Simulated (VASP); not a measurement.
# Ca3Si2N (Fmmm) in VASP: notebook

Ca3Si2N is run at these levels: PBE; tasks: single point, relaxation of cell and atoms.

Everything below comes from runs of VASP 6.6.1. Logs are shortened: lines on timing, memory, paths and dates and some standing lists are left out, and cuts for length are marked.

## (1) The cell of the first run

The structure is orthorhombic, space group Fmmm (No. 69). Conventional cell: a = 5.130 Å, b = 8.844 Å, c = 10.016 Å, α = 90.00°, β = 90.00°, γ = 90.00°. Within 2.0 Å of Ca (site symmetry m2m) lie 1 N at 1.49 Å. Within 3.4 Å of Ca (site symmetry mmm) lie 2 N at 2.56 Å and 4 Si at 2.81 Å and 6 Ca at 2.93 to 2.97 Å. Within 3.4 Å of Si (site symmetry 2/m) lie 2 Si at 2.56 Å and 6 Ca at 2.81 to 3.19 Å and 2 N at 2.81 Å. Within 2.0 Å of N (site symmetry mmm) lie 2 Ca at 1.49 Å.

The cell was generated, and may not be a known phase.

## (2) Single point, PBE

The input, INCAR:

```
  PREC = Accurate
  ENCUT = 520
  EDIFF = 1E-6
  ISMEAR = 0
  SIGMA = 0.1
  LREAL = F
  LASPH = T
  NELM = 80
  ALGO = Normal
  ISIF = 2
  LWAVE = F
  LCHARG = F
  GGA = PE
  NBANDS = 30
```

The input, KPOINTS:

```
regular mesh
0
Gamma
  4 4 4
```

The input, POSCAR:

```
Ca3Si2N
1.0
    0.0000000000      4.4219330000      5.0079182200
    2.5648887500      0.0000000000      5.0079182200
    2.5648887500      4.4219330000      0.0000000000
Ca Si N
3 2 1
Direct
    0.6689643800      0.3310356200      0.6689643800
    0.3310356200      0.6689643800      0.3310356200
    0.0000000000      0.0000000000      0.0000000000
    0.0000000000      0.5000000000      0.0000000000
    0.5000000000      0.0000000000      0.5000000000
    0.5000000000      0.5000000000      0.5000000000
```

Potentials or basis: VASP PAW PBE potentials, release 64 (Ca_sv, Si, N).

Command:

```
cat potpaw_PBE.64/Ca_sv/POTCAR potpaw_PBE.64/Si/POTCAR potpaw_PBE.64/N/POTCAR > POTCAR
mpirun -np 1 vasp_std > vasp.out
```

OUTCAR:

```text
PREC = Accurate
   ENCUT = 520
   EDIFF = 1E-6
   ISMEAR = 0
   LREAL = F
   LASPH = T
   NELM = 80
   ISIF = 2
   GGA = PE

 ion  position               nearest neighbor table
   1  0.669  0.331  0.669-   6 1.49   3 2.93   2 2.94   2 2.94   3 2.97   3 2.97   2 2.99
   2  0.331  0.669  0.331-   6 1.49   3 2.93   1 2.94   1 2.94   3 2.97   3 2.97   1 2.99
   3  0.000  0.000  0.000-   4 2.81   5 2.81   4 2.81   5 2.81   1 2.93   2 2.93   1 2.97   1 2.97
                             2 2.97   2 2.97
   4  0.000  0.500  0.000-   5 2.56   5 2.56   3 2.81   3 2.81
   5  0.500  0.000  0.500-   4 2.56   4 2.56   3 2.81   3 2.81
   6  0.500  0.500  0.500-   1 1.49   2 1.49

  LATTYP: Found a face centered orthorhombic cell.
 ALAT       =     5.1297775000
 B/A-ratio  =     1.7240252623
 C/A-ratio  =     1.9524894481

  Lattice vectors:

 A1 = (   0.0000000000,   4.4219330000,   5.0079182200)
 A2 = (   2.5648887500,   0.0000000000,   5.0079182200)
 A3 = (   2.5648887500,   4.4219330000,   0.0000000000)

Analysis of symmetry for initial positions (statically):
=====================================================================
 Subroutine PRICEL returns:
 Original cell was already a primitive cell.

 Routine SETGRP: Setting up the symmetry group for a
 face centered orthorhombic supercell.

 Subroutine GETGRP returns: Found  8 space group operations
 (whereof  8 operations were pure point group operations)
 out of a pool of  8 trial point group operations.

The static configuration has the point symmetry D_2h.

Analysis of symmetry for dynamics (positions and initial velocities):
=====================================================================
 Subroutine PRICEL returns:
 Original cell was already a primitive cell.

 Routine SETGRP: Setting up the symmetry group for a
 face centered orthorhombic supercell.

 Subroutine GETGRP returns: Found  8 space group operations
 (whereof  8 operations were pure point group operations)
 out of a pool of  8 trial point group operations.

The dynamic configuration has the point symmetry D_2h.

 Subroutine INISYM returns: Found  8 space group operations
 (whereof  8 operations are pure point group operations),
 and found     1 'primitive' translations

----------------------------------------------------------------------------------------

                                     Primitive cell

  volume of cell :     113.5973

  direct lattice vectors                    reciprocal lattice vectors
     0.000000000  4.421933000  5.007918220    -0.194940229  0.113072722  0.099841886
     2.564888750  0.000000000  5.007918220     0.194940229 -0.113072722  0.099841886
     2.564888750  4.421933000  0.000000000     0.194940229  0.113072722 -0.099841886

  length of vectors
     6.680773634  5.626535275  5.111961048     0.246486380  0.246486380  0.246486380

  position of ions in fractional coordinates (direct lattice)
     0.668964380  0.331035620  0.668964380
     0.331035620  0.668964380  0.331035620
     0.000000000  0.000000000  0.000000000
     0.000000000  0.500000000  0.000000000
     0.500000000  0.000000000  0.500000000
     0.500000000  0.500000000  0.500000000

  ion indices of the primitive-cell ions
   primitive index   ion index
                 1           1
                 2           2
                 3           3
                 4           4
                 5           5
                 6           6

----------------------------------------------------------------------------------------

 KPOINTS: regular mesh

Automatic generation of k-mesh.
 Grid dimensions read from file:
 generate k-points for:    4    4    4

 Generating k-lattice:

  Cartesian coordinates                     Fractional coordinates (reciprocal lattice)
    -0.048735057  0.028268180  0.024960471     0.250000000  0.000000000  0.000000000
     0.048735057 -0.028268180  0.024960471     0.000000000  0.250000000  0.000000000
     0.048735057  0.028268180 -0.024960471     0.000000000  0.000000000  0.250000000

  Length of vectors
     0.061621595  0.061621595  0.061621595

  Shift w.r.t. Gamma in fractional coordinates (k-lattice)
     0.000000000  0.000000000  0.000000000

 Subroutine IBZKPT returns following result:
 ===========================================

 Found     18 irreducible k-points:

 Following reciprocal coordinates:
            Coordinates               Weight
  0.000000  0.000000  0.000000      1.000000
  0.250000  0.000000  0.000000      8.000000
  0.500000  0.000000  0.000000      4.000000
  0.250000  0.250000  0.000000      2.000000
  0.500000  0.250000  0.000000      8.000000
 -0.250000  0.250000  0.000000      4.000000
[... 10 lines left out ...]
 -0.250000  0.250000  0.500000      2.000000
  0.000000  0.500000  0.500000      1.000000
   k-points           NKPTS =     18   k-points in BZ     NKDIM =     18   number of bands    NBANDS=     30
   number of dos      NEDOS =    301   number of ions     NIONS =      6
   total plane-waves  NPLWV =  84000
   dimension x,y,z NGX =    50 NGY =   42 NGZ =   40
   dimension x,y,z NGXF=   100 NGYF=   84 NGZF=   80
   ions per type =               3   2   1
   NGX,Y,Z   is equivalent  to a cutoff of  12.44, 12.41, 13.01 a.u.
   NGXF,Y,Z  is equivalent  to a cutoff of  24.88, 24.82, 26.02 a.u.
 SYSTEM =  unknown system
   PREC   = accura    normal or accurate (medium, high low for compatibility)
   ISTART =      0    job   : 0-new  1-cont  2-samecut
   ICHARG =      2    charge: 1-file 2-atom 10-const
   ISPIN  =      1    spin polarized calculation?
   LNONCOLLINEAR =      F non collinear calculations
   LSORBIT =      F    spin-orbit coupling
   LASPH  =      T    aspherical Exc in radial PAW
   ENCUT  =  520.0 eV  38.22 Ry    6.18 a.u.  12.42 10.46  9.50*2*pi/ulx,y,z
   NELM   =     80;   NELMIN=  2; NELMDL= -5     # of ELM steps
   EDIFF  = 0.1E-05   stopping-criterion for ELM
   LREAL  =      F    real-space projection
[... 7 lines left out ...]
   TEBEG  =    0.0;   TEEND  =   0.0 temperature during run
   PSTRESS=    0.0 pullay stress
   NELECT =      43.0000    total number of electrons
   NUPDOWN=      -1.0000    fix difference up-down
   EMIN   =  10.00;   EMAX   =-10.00  energy-range for DOS
   EFERMI =   0.00;   METHOD = LEGACY
   ISMEAR =     0;   SIGMA  =   0.10  broadening in eV -4-tet -1-fermi 0-gaus
   EFERMI_NEDOS =   21; number of points for ismear=-14 and -15
   IALGO  =     38    algorithm
   IMIX   =      4    mixing-type and parameters
     AMIX     =   0.40;   BMIX     =  1.00
     AMIX_MAG =   1.60;   BMIX_MAG =  1.00
  volume/ion in A,a.u.               =      18.93       127.77
  Fermi-wavevector in a.u.,A,eV,Ry     =   1.184245  2.237899 19.081314  1.402437
  Thomas-Fermi vector in A             =   2.320463
   LORBIT       =      0    0 simple, 1 ext, 2 COOP (PROOUT), +10 PAW based schemes
   GGA     = PE    functional components
   LHFCALC =     F    Hartree Fock is set to
   AEXX    =    0.0000 exact exchange contribution
   IVDW    =     0    specifies the selected vdW correction
   LEPSILON=     F    determine dielectric tensor
   LRPA    =     F    only Hartree local field effects (RPA)
 non-spin polarized calculation
 Gauss-broadening in eV      SIGMA  =   0.10
  energy-cutoff  :      520.00
  volume of cell :      113.60
 maximum number of plane-waves:      3095
 NGX is ok and might be reduce to    50
   NGX = 25   NGY = 21   NGZ = 19

 number of electron      42.9999999 magnetization

 Free energy of the ion-electron system (eV)
  ---------------------------------------------------
  ext. energy  EPLUGINS =         0.00000000
  ---------------------------------------------------
  free energy    TOTEN  =       -11.44118314 eV

  energy without entropy =      -11.43453477  energy(sigma->0) =      -11.43785896

 E-fermi :   4.9917     XC(G=0):  -9.7477

 val. band max:        4.9828624670   @ k =  -0.2500   0.2500   0.0000
 cond. band min:       4.9930561151   @ k =   0.0000   0.0000   0.0000
 fundamental gap:      0.0101936481
 Fermi energy:         4.9916919215

 k-point     1 :       0.0000    0.0000    0.0000
  band No.  band energies     occupation
      1     -35.6609      2.00000
      2     -35.0003      2.00000
      3     -34.7640      2.00000
      4     -19.2454      2.00000
      5     -17.7885      2.00000
      6     -17.0717      2.00000
[... 22 lines left out ...]
     29       8.6840      0.00000
     30       9.2301      0.00000

 k-point     2 :       0.2500    0.0000    0.0000
  band No.  band energies     occupation
      1     -35.6420      2.00000
      2     -34.9952      2.00000
      3     -34.7918      2.00000
      4     -19.2633      2.00000
      5     -17.7734      2.00000
      6     -16.9490      2.00000
[... 22 lines left out ...]
     29       8.8750      0.00000
     30       9.0393      0.00000

 k-point     3 :       0.5000    0.0000    0.0000
  band No.  band energies     occupation
      1     -35.6229      2.00000
      2     -34.9836      2.00000
      3     -34.8264      2.00000
      4     -19.2763      2.00000
      5     -17.7221      2.00000
      6     -17.0112      2.00000
[... 22 lines left out ...]
     29       8.7976      0.00000
     30       8.8865      0.00000

 k-point     4 :       0.2500    0.2500    0.0000
  band No.  band energies     occupation
      1     -35.6607      2.00000
      2     -35.0002      2.00000
      3     -34.7641      2.00000
      4     -19.2451      2.00000
      5     -17.7884      2.00000
      6     -17.0731      2.00000
[... 418 lines left out ...]
     29       8.6058      0.00000
     30       8.8922      0.00000

 k-point    17 :      -0.2500    0.2500    0.5000
  band No.  band energies     occupation
      1     -35.6268      2.00000
      2     -34.9119      2.00000
      3     -34.8953      2.00000
      4     -19.0663      2.00000
      5     -17.8535      2.00000
      6     -17.2654      2.00000
[... 22 lines left out ...]
     29       9.1048      0.00000
     30       9.2830      0.00000

 k-point    18 :       0.0000    0.5000    0.5000
  band No.  band energies     occupation
      1     -35.6267      2.00000
      2     -34.9119      2.00000
      3     -34.8952      2.00000
      4     -19.0657      2.00000
      5     -17.8534      2.00000
      6     -17.2670      2.00000
[... 22 lines left out ...]
     29       9.2355      0.00000
     30       9.7332      0.00000

------------------------ aborting loop because EDIFF is reached ----------------------------------------

  FORCE on cell =-STRESS in cart. coord.  units (eV):
  Direction    XX          YY          ZZ          XY          YZ          ZX
  --------------------------------------------------------------------------------------
  -------------------------------------------------------------------------------------
  Total       10.6898822     71.3984528      5.8966308      0.0000000      0.0000000      0.0000000
  in kB      150.7702271   1007.0046328     83.1661519      0.0000000      0.0000000      0.0000000
  external PRESSURE =     413.6470039 kB  Pullay stress =       0.0000000 kB

 VOLUME and BASIS-vectors are now :
 -----------------------------------------------------------------------------
  energy-cutoff  :      520.00
  volume of cell :      113.60
      direct lattice vectors                 reciprocal lattice vectors
     0.000000000  4.421933000  5.007918220    -0.194940229  0.113072722  0.099841886
     2.564888750  0.000000000  5.007918220     0.194940229 -0.113072722  0.099841886
     2.564888750  4.421933000  0.000000000     0.194940229  0.113072722 -0.099841886

 POSITION                                       TOTAL-FORCE (eV/Angst)
 -----------------------------------------------------------------------------------
      2.56489      5.91623      5.00792        -0.000000     20.972837     -0.000000
      2.56489      2.92763      5.00792        -0.000000    -20.972837     -0.000000
      0.00000      0.00000      0.00000        -0.000000     -0.000000     -0.000000
      1.28244      0.00000      2.50396        -0.000000      0.000000     -0.000000
      1.28244      4.42193      2.50396        -0.000000     -0.000000     -0.000000
      2.56489      4.42193      5.00792         0.000000     -0.000000      0.000000
 -----------------------------------------------------------------------------------
    total drift:                                0.000000      0.000000      0.000000

  FREE ENERGIE OF THE ION-ELECTRON SYSTEM (eV)
  ---------------------------------------------------
  free  energy   TOTEN  =       -11.4411831448 eV

  energy  without entropy=      -11.4345347710  energy(sigma->0) =      -11.43785896
```

Wall time 1.7 min (1 thread of Intel Xeon Platinum 8488C (Sapphire Rapids), shared host); peak memory 0.29 GiB.

What came out:

```
Free energy            : -11.4412 eV
Pressure               : 41.4 GPa
Largest force          : 20.973 eV/Å
Band gap on the k mesh : zero (an odd number of electrons rules out a gap without spin polarisation)
```

Forces in eV/Å, atoms in the order of the input:
```
Ca    0.000  20.973   0.000
Ca    0.000 -20.973   0.000
Ca    0.000   0.000   0.000
Si    0.000   0.000   0.000
Si    0.000   0.000   0.000
N     0.000   0.000   0.000
```

Caveat: the k points lie up to 0.39 Å⁻¹ apart, too coarse for converged energies and pressures of a metal; atoms lie so close that the PAW spheres overlap strongly, which falsifies energies and pressures; an odd number of electrons without spin polarisation forces a metal; a magnetic or distorted state may lie lower.

(Part 1 of 3 ends here.)

The gap in the log of VASP goes by the Fermi energy; the results here count the filled bands.